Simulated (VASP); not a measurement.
# TiC (P-6m2) in VASP: a series of runs

Runs on TiC. Level: PBE. Tasks: relaxation of cell and atoms, single point.

All numbers are computed with VASP 6.6.1; they aren't measurements. Logs are shortened: lines on timing, memory, paths and dates and some standing lists are left out, and cuts for length are marked.

## 1. The cell of the first run

The structure is hexagonal, space group P-6m2 (No. 187). Conventional cell: a = 3.213 Å, b = 3.213 Å, c = 3.128 Å, α = 90.00°, β = 90.00°, γ = 120.00°. Ti (site symmetry -6m2) has 6 C at 2.43 Å and 2 Ti at 3.13 Å within 3.2 Å. C (site symmetry -6m2) has 6 Ti at 2.43 Å and 2 C at 3.13 Å within 3.2 Å.

## 2. Relaxation of cell and atoms, PBE

Input file INCAR:

```
PREC = Accurate
ENCUT = 600
EDIFF = 1E-7
ISMEAR = 0
SIGMA = 0.1
LREAL = False
LASPH = True
NELM = 80
ALGO = Normal
ISIF = 3
LWAVE = False
LCHARG = False
GGA = PE
IBRION = 2
NSW = 90
EDIFFG = -0.04
```

Input file KPOINTS:

```
regular mesh
0
Gamma
  6 6 6
```

Input file POSCAR:

```
TiC
1.0
    3.2133647700      0.0000000000      0.0000000000
   -1.6066823900      2.7828555200      0.0000000000
    0.0000000000      0.0000000000      3.1284275100
Ti C
1 1
Direct
    0.3333333300      0.6666666700      0.5000000000
    0.6666666700      0.3333333300      0.0000000000
```

Potentials or basis: VASP PAW PBE potentials, release 64 (Ti_sv, C).

Command:

```bash
> cat potpaw_PBE.64/Ti_sv/POTCAR potpaw_PBE.64/C/POTCAR > POTCAR
> mpirun -np 1 vasp_std > vasp.out
```

OUTCAR:

```text
PREC = Accurate
   ENCUT = 600
   EDIFF = 1E-7
   ISMEAR = 0
   LREAL = False
   LASPH = True
   NELM = 80
   ISIF = 3
   GGA = PE
   IBRION = 2
   NSW = 90
   EDIFFG = -0.04

 ion  position               nearest neighbor table
   1  0.333  0.667  0.500-   2 2.43   2 2.43   2 2.43   2 2.43   2 2.43   2 2.43
   2  0.667  0.333  0.000-   1 2.43   1 2.43   1 2.43   1 2.43   1 2.43   1 2.43

  LATTYP: Found a hexagonal cell.
 ALAT       =     3.2133647700
 C/A-ratio  =     0.9735675013

  Lattice vectors:

 A1 = (   3.2133647700,   0.0000000000,   0.0000000000)
 A2 = (  -1.6066823900,   2.7828555200,   0.0000000000)
 A3 = (   0.0000000000,   0.0000000000,   3.1284275100)

Analysis of symmetry for initial positions (statically):
=====================================================================
 Subroutine PRICEL returns:
 Original cell was already a primitive cell.

 Routine SETGRP: Setting up the symmetry group for a
 hexagonal supercell.

 Subroutine GETGRP returns: Found 12 space group operations
 (whereof 12 operations were pure point group operations)
 out of a pool of 24 trial point group operations.

The static configuration has the point symmetry D_3h.

Analysis of symmetry for dynamics (positions and initial velocities):
=====================================================================
 Subroutine PRICEL returns:
 Original cell was already a primitive cell.

 Routine SETGRP: Setting up the symmetry group for a
 hexagonal supercell.

 Subroutine GETGRP returns: Found 12 space group operations
 (whereof 12 operations were pure point group operations)
 out of a pool of 24 trial point group operations.

The dynamic configuration has the point symmetry D_3h.

 Subroutine INISYM returns: Found 12 space group operations
 (whereof 12 operations are pure point group operations),
 and found     1 'primitive' translations

----------------------------------------------------------------------------------------

                                     Primitive cell

  volume of cell :      27.9754

  direct lattice vectors                    reciprocal lattice vectors
     3.213364770  0.000000000  0.000000000     0.311200275  0.179671563  0.000000000
    -1.606682390  2.782855520  0.000000000     0.000000000  0.359343125  0.000000000
     0.000000000  0.000000000  3.128427510     0.000000000  0.000000000  0.319649408

  length of vectors
     3.213364770  3.213364770  3.128427510     0.359343125  0.359343125  0.319649408

  position of ions in fractional coordinates (direct lattice)
     0.333333330  0.666666670  0.500000000
     0.666666670  0.333333330  0.000000000

  ion indices of the primitive-cell ions
   primitive index   ion index
                 1           1
                 2           2

----------------------------------------------------------------------------------------

 KPOINTS: regular mesh

Automatic generation of k-mesh.
 Grid dimensions read from file:
 generate k-points for:    6    6    6

 Generating k-lattice:

  Cartesian coordinates                     Fractional coordinates (reciprocal lattice)
     0.051866712  0.029945261  0.000000000     0.166666667  0.000000000  0.000000000
     0.000000000  0.059890521  0.000000000     0.000000000  0.166666667  0.000000000
     0.000000000  0.000000000  0.053274901     0.000000000  0.000000000  0.166666667

  Length of vectors
     0.059890521  0.059890521  0.053274901

  Shift w.r.t. Gamma in fractional coordinates (k-lattice)
     0.000000000  0.000000000  0.000000000

 Subroutine IBZKPT returns following result:
 ===========================================

 Found     28 irreducible k-points:

 Following reciprocal coordinates:
            Coordinates               Weight
  0.000000  0.000000  0.000000      1.000000
  0.166667  0.000000  0.000000      6.000000
  0.333333  0.000000  0.000000      6.000000
  0.500000  0.000000  0.000000      3.000000
  0.166667  0.166667  0.000000      6.000000
  0.333333  0.166667  0.000000     12.000000
[... 16 lines left out ...]
  0.166667  0.000000  0.500000      6.000000
  0.333333  0.000000  0.500000      6.000000
 [... further k-points ...]
   k-points           NKPTS =     28   k-points in BZ     NKDIM =     28   number of bands    NBANDS=     12
   number of dos      NEDOS =    301   number of ions     NIONS =      2
   total plane-waves  NPLWV =  21952
   dimension x,y,z NGX =    28 NGY =   28 NGZ =   28
   dimension x,y,z NGXF=    56 NGYF=   56 NGZF=   56
   ions per type =               1   1
   NGX,Y,Z   is equivalent  to a cutoff of  14.49, 14.49, 14.88 a.u.
   NGXF,Y,Z  is equivalent  to a cutoff of  28.97, 28.97, 29.76 a.u.
 SYSTEM =  unknown system
   PREC   = accura    normal or accurate (medium, high low for compatibility)
   ISTART =      0    job   : 0-new  1-cont  2-samecut
   ICHARG =      2    charge: 1-file 2-atom 10-const
   ISPIN  =      1    spin polarized calculation?
   LNONCOLLINEAR =      F non collinear calculations
   LSORBIT =      F    spin-orbit coupling
   LASPH  =      T    aspherical Exc in radial PAW
   ENCUT  =  600.0 eV  44.10 Ry    6.64 a.u.   6.42  6.42  6.25*2*pi/ulx,y,z
   NELM   =     80;   NELMIN=  2; NELMDL= -5     # of ELM steps
   EDIFF  = 0.1E-06   stopping-criterion for ELM
   LREAL  =      F    real-space projection
   EDIFFG = -.4E-01   stopping-criterion for IOM
   NSW    =     90    number of steps for IOM
   IBRION =      2    ionic relax: 0-MD 1-quasi-New 2-CG
   NFREE  =      1    steps in history (QN), initial steepest desc. (CG)
   ISIF   =      3    stress and relaxation
   ISYM   =      2    0-nonsym 1-usesym 2-fastsym
   POTIM  = 0.5000    time-step for ionic-motion
   TEBEG  =    0.0;   TEEND  =   0.0 temperature during run
   PSTRESS=    0.0 pullay stress
   NELECT =      16.0000    total number of electrons
   NUPDOWN=      -1.0000    fix difference up-down
   EMIN   =  10.00;   EMAX   =-10.00  energy-range for DOS
   EFERMI =   0.00;   METHOD = LEGACY
   ISMEAR =     0;   SIGMA  =   0.10  broadening in eV -4-tet -1-fermi 0-gaus
   EFERMI_NEDOS =   21; number of points for ismear=-14 and -15
   IALGO  =     38    algorithm
   IMIX   =      4    mixing-type and parameters
     AMIX     =   0.40;   BMIX     =  1.00
     AMIX_MAG =   1.60;   BMIX_MAG =  1.00
  volume/ion in A,a.u.               =      13.99        94.39
  Fermi-wavevector in a.u.,A,eV,Ry     =   1.358905  2.567959 25.124844  1.846624
  Thomas-Fermi vector in A             =   2.485699
   LORBIT       =      0    0 simple, 1 ext, 2 COOP (PROOUT), +10 PAW based schemes
   GGA     = PE    functional components
   LHFCALC =     F    Hartree Fock is set to
   AEXX    =    0.0000 exact exchange contribution
   IVDW    =     0    specifies the selected vdW correction
   LEPSILON=     F    determine dielectric tensor
   LRPA    =     F    only Hartree local field effects (RPA)
 conjugate gradient relaxation of ions
 non-spin polarized calculation
 Gauss-broadening in eV      SIGMA  =   0.10
  energy-cutoff  :      600.00
  volume of cell :       27.98
 maximum number of plane-waves:       944
 NGX is ok and might be reduce to    28
   NGX = 13   NGY = 13   NGZ = 13

--------------------------------------- Ionic step        1  -------------------------------------------

 number of electron      16.0000000 magnetization

 Free energy of the ion-electron system (eV)
  ---------------------------------------------------
  ext. energy  EPLUGINS =         0.00000000
  ---------------------------------------------------
  free energy    TOTEN  =       -16.34796782 eV

  energy without entropy =      -16.34510621  energy(sigma->0) =      -16.34653702

------------------------ aborting loop because EDIFF is reached ----------------------------------------

  FORCE on cell =-STRESS in cart. coord.  units (eV):
  Direction    XX          YY          ZZ          XY          YZ          ZX
  --------------------------------------------------------------------------------------
  -------------------------------------------------------------------------------------
  Total       -4.1707790     -4.1707790     -9.4121893      0.0000000      0.0000000      0.0000000
  in kB     -238.8641547   -238.8641542   -539.0442944      0.0000004      0.0000000      0.0000000
  external PRESSURE =    -338.9242011 kB  Pullay stress =       0.0000000 kB
[... 21 lines left out ...]
  energy  without entropy=      -16.3451062086  energy(sigma->0) =      -16.34653702

--------------------------------------- Ionic step        2  -------------------------------------------

 number of electron      16.0000000 magnetization

 E-fermi :  11.6043     XC(G=0): -13.3835

 val. band max:       11.5598376781   @ k =   0.3333   0.3333   0.0000
 cond. band min:      11.6211317487   @ k =   0.3333   0.0000   0.1667
 fundamental gap:      0.0612940706
 Fermi energy:        11.6043499198

 k-point     1 :       0.0000    0.0000    0.0000
  band No.  band energies     occupation
      1     -44.8966      2.00000
      2     -20.9345      2.00000
      3     -20.9345      2.00000
      4     -20.1135      2.00000
      5      -1.8483      2.00000
      6       8.6929      2.00000
      7       8.6929      2.00000
      8       9.7037      2.00000
      9      14.8468      0.00000
     10      15.7046      0.00000
     11      15.7046      0.00000
     12      18.5293      0.00000
[... 410 lines left out ...]
  FREE ENERGIE OF THE ION-ELECTRON SYSTEM (eV)
  ---------------------------------------------------
  free  energy   TOTEN  =       -17.3550171830 eV

  energy  without entropy=      -17.3518459743  energy(sigma->0) =      -17.35343158

[... ionic steps 4 to 7 ...]

--------------------------------------- Ionic step        8  -------------------------------------------

 number of electron      15.9999999 magnetization

------------------------ aborting loop because EDIFF is reached ----------------------------------------

  FORCE on cell =-STRESS in cart. coord.  units (eV):
  Direction    XX          YY          ZZ          XY          YZ          ZX
  --------------------------------------------------------------------------------------
  -------------------------------------------------------------------------------------
  Total        0.0687793      0.0687793      0.1285674     -0.0000000      0.0000000      0.0000000
  in kB        5.1046402      5.1046402      9.5419778     -0.0000000      0.0000000      0.0000000
  external PRESSURE =       6.5837528 kB  Pullay stress =       0.0000000 kB
[... 57 lines left out ...]
  energy  without entropy=      -17.3651963517  energy(sigma->0) =      -17.36562475

--------------------------------------- Ionic step       10  -------------------------------------------

 number of electron      16.0000000 magnetization

 Free energy of the ion-electron system (eV)
  ---------------------------------------------------
  ext. energy  EPLUGINS =         0.00000000
  ---------------------------------------------------
  free energy    TOTEN  =       -17.36617813 eV

  energy without entropy =      -17.36530684  energy(sigma->0) =      -17.36574248

 E-fermi :   8.6277     XC(G=0): -12.2848

 val. band max:        8.4868376061   @ k =   0.3333   0.1667   0.0000
 cond. band min:       8.7537561516   @ k =   0.3333   0.0000   0.0000
 fundamental gap:      0.2669185456
 Fermi energy:         8.6277427271

 k-point     1 :       0.0000    0.0000    0.0000
  band No.  band energies     occupation
      1     -47.9432      2.00000
      2     -24.1032      2.00000
      3     -24.1032      2.00000
      4     -23.6292      2.00000
      5      -3.3984      2.00000
      6       6.9675      2.00000
      7       6.9675      2.00000
      8       7.6486      2.00000
      9      10.9883      0.00000
     10      11.9567      0.00000
     11      11.9567      0.00000
     12      14.2873      0.00000
[... 374 lines left out ...]
  FREE ENERGIE OF THE ION-ELECTRON SYSTEM (eV)
  ---------------------------------------------------
  free  energy   TOTEN  =       -17.3661781293 eV

  energy  without entropy=      -17.3653068392  energy(sigma->0) =      -17.36574248

 reached required accuracy - stopping structural energy minimisation
```

It took 3.2 min on 1 thread of AMD EPYC 7R43 (Zen 3), shared host; peak memory 0.14 GiB.

Results:

| Property | Result |
| --- | --- |
| Free energy | -17.3662 eV |
| Relaxed volume | 10.83 Å³/atom |
| Relaxed cell | a = 3.052 Å, b = 3.052 Å, c = 2.684 Å, α = 90.00°, β = 90.00°, γ = 120.00° |
| Space group after relaxing (to 0.05 Å) | P-6m2 (No. 187) |
| Energy gained by relaxing | 509.1 meV/atom |
| Ionic steps | 10 |
| Pressure after relaxing | 0.0 GPa |
| Band gap on the k mesh | 0.27 eV, indirect (least direct gap 0.38 eV) |

The path:
```
step  energy change (eV)  largest force (eV/Å)  pressure (GPa)  volume (Å³)
   1              0.0000                0.0000          -33.89        27.98
   2             -0.1572                0.0000           73.25        17.49
   3             -1.0070                0.0000           -1.46        21.74
   4             -1.0100                0.0000            0.77        21.52
   5             -1.0102                0.0000            2.06        21.40
   6             -1.0177                0.0000            0.39        21.63
   7             -1.0181                0.0000            0.62        21.59
   8             -1.0181                0.0000            0.66        21.59
   9             -1.0181                0.0000           -0.61        21.71
  10             -1.0182                0.0000            0.01        21.65
```

Final structure:
```xyz
2
Lattice="3.0518 0.0000 0.0000 -1.5259 2.6429 0.0000 0.0000 0.0000 2.6843" Properties=species:S:1:pos:R:3 pbc="T T T"
Ti    0.0000    1.7619    1.3421
C     1.5259    0.8810    0.0000
```

Caveat: the volume moved by over 15 % at a fixed basis, so the end points are rough.

## 3. Single point, PBE

This run uses another cell than the first one, of 10.81 Å³/atom, 0.773 times its volume.

Input file INCAR:

```
SYSTEM = TiC
  PREC = Accurate
  ENCUT = 520
  EDIFF = 1E-6
  ISMEAR = 0
  SIGMA = 0.01
  LREAL = .FALSE.
  LASPH = .TRUE.
  NELM = 100
  ALGO = Normal
  ISIF = 2
  LWAVE = .FALSE.
  LCHARG = .FALSE.
  GGA = PE
  NBANDS = 15
```

Input file KPOINTS:

```
Automatic mesh
0
G
  12 12 14
  0 0 0
```

Input file POSCAR:

```
TiC
1.0
    3.0428547317      0.0000000000      0.0000000000
   -1.5214273658      2.6351894977      0.0000000000
    0.0000000000      0.0000000000      2.6968104056
Ti C
1 1
Direct
    0.3333333333      0.6666666667      0.5000000000
    0.6666666667      0.3333333333      0.0000000000
```

Potentials or basis: VASP PAW PBE potentials, release 64 (Ti_sv, C).

Command:

```bash
> cat potpaw_PBE.64/Ti_sv/POTCAR potpaw_PBE.64/C/POTCAR > POTCAR
> mpirun -np 1 vasp_std > vasp.out
```

Wall time 27 s (1 thread of AMD EPYC 9R14 (Zen 4), shared host); peak memory 0.14 GiB.

It converged, with:

```
Free energy            : -17.3555 eV
Pressure               : 0.1 GPa
Band gap on the k mesh : zero (band 8 reaches 8.62 eV, above the bottom of band 9 at 8.55 eV)
```

Levels at points of the mesh, in eV from the Fermi level:
| k point | band 4 | band 5 | band 6 | band 7 | band 8 | band 9 | band 10 | band 11 | band 12 | band 13 |
| --- | --- | --- | --- | --- | --- | --- | --- | --- | --- | --- |
| (0.00, 0.00, 0.00) | -32.21 | -11.97 | -1.56 | -1.56 | -0.92 | 2.34 | 3.37 | 3.37 | 5.71 | 5.71 |
| (0.50, 0.00, 0.00) | -32.16 | -9.58 | -4.83 | -0.72 | -0.26 | 0.25 | 3.07 | 3.50 | 3.76 | 6.64 |
| (0.00, 0.00, 0.50) | -32.59 | -8.83 | -5.57 | -0.48 | -0.48 | 1.17 | 1.17 | 4.74 | 4.76 | 4.76 |
| (0.50, 0.00, 0.50) | -32.67 | -8.76 | -3.98 | -2.53 | -2.19 | 1.52 | 3.31 | 4.38 | 5.60 | 7.35 |

## 4. Relaxation of cell and atoms, PBE

This run uses another cell than the first one, of 10.83 Å³/atom, 0.774 times its volume.

Input file INCAR:

```
SYSTEM = TiC
  ALGO = Normal
  EDIFF = 1E-6
  EDIFFG = -0.01
  ENCUT = 600
  GGA = PE
  IBRION = 2
  ISIF = 3
  ISMEAR = 0
  LASPH = .TRUE.
  LCHARG = .FALSE.
  LREAL = .FALSE.
  LWAVE = .FALSE.
  NELM = 100
  NSW = 100
  PREC = Accurate
  SIGMA = 0.01
```

Input file KPOINTS:

```
k-points
0
G
  12 12 14
  0 0 0
```

Input file POSCAR:

```
TiC
1.0
    3.0529963027      0.0000000000      0.0000000000
   -1.5264981513      2.6439723558      0.0000000000
    0.0000000000      0.0000000000      2.6836274349
Ti C
1 1
Direct
    0.3333333333      0.6666666667      0.5000000000
    0.6666666667      0.3333333333      0.0000000000
```

Command:

```bash
> cat potpaw_PBE.64/Ti_sv/POTCAR potpaw_PBE.64/C/POTCAR > POTCAR
> mpirun -np 1 vasp_std > vasp.out
```

Run time: 93 s. Hardware: 1 thread of AMD EPYC 9R14 (Zen 4), shared host; peak memory 0.15 GiB.

It converged, with:

| Item | Value |
| --- | --- |
| Free energy | -17.3560 eV |
| Relaxed volume | 10.82 Å³/atom |
| Relaxed cell | a = 3.044 Å, b = 3.044 Å, c = 2.697 Å, α = 90.00°, β = 90.00°, γ = 120.00° |
| Space group after relaxing (to 0.05 Å) | P-6m2 (No. 187) |
| Energy gained by relaxing | 0.5 meV/atom |
| Ionic steps | 9 |
| Pressure after relaxing | 0.0 GPa |
| Band gap on the k mesh | zero (band 8 reaches 8.62 eV, above the bottom of band 9 at 8.54 eV) |

The path:
| step | energy change (eV) | largest force (eV/Å) | pressure (GPa) | volume (Å³) |
| --- | --- | --- | --- | --- |
| 1 | 0.0000 | 0.0000 | -0.04 | 21.66 |
| 2 | -0.0008 | 0.0000 | -0.15 | 21.65 |
| 3 | -0.0009 | 0.0000 | -0.17 | 21.65 |
| 4 | -0.0009 | 0.0000 | -0.14 | 21.65 |
| 5 | -0.0009 | 0.0000 | -0.16 | 21.65 |
| 6 | -0.0009 | 0.0000 | -0.16 | 21.65 |
| 7 | -0.0009 | 0.0000 | -0.18 | 21.65 |
| 8 | -0.0009 | 0.0000 | 0.16 | 21.61 |
| 9 | -0.0009 | 0.0000 | 0.05 | 21.64 |

Final structure:
```yaml
crystal:
  lattice:
    - [3.04354, 0.00000, 0.00000]
    - [-1.52177, 2.63578, 0.00000]
    - [0.00000, 0.00000, 2.69700]
  atoms:
    - { symbol: Ti, position: [0.33333, 0.66667, 0.50000] }
    - { symbol: C, position: [0.66667, 0.33333, 0.00000] }
```

Levels at points of the mesh, in eV from the Fermi level:
```tsv
k point	band 5	band 6	band 7	band 8	band 9	band 10	band 11	band 12
(0.00, 0.00, 0.00)	-11.97	-1.56	-1.56	-0.92	2.34	3.37	3.37	5.70
(0.50, 0.00, 0.00)	-9.58	-4.83	-0.72	-0.26	0.24	3.07	3.50	3.75
(0.00, 0.00, 0.50)	-8.83	-5.57	-0.48	-0.48	1.17	1.17	4.76	4.76
(0.50, 0.00, 0.50)	-8.76	-3.98	-2.53	-2.19	1.52	3.31	4.38	5.59
```

[end of part 1 of 2]
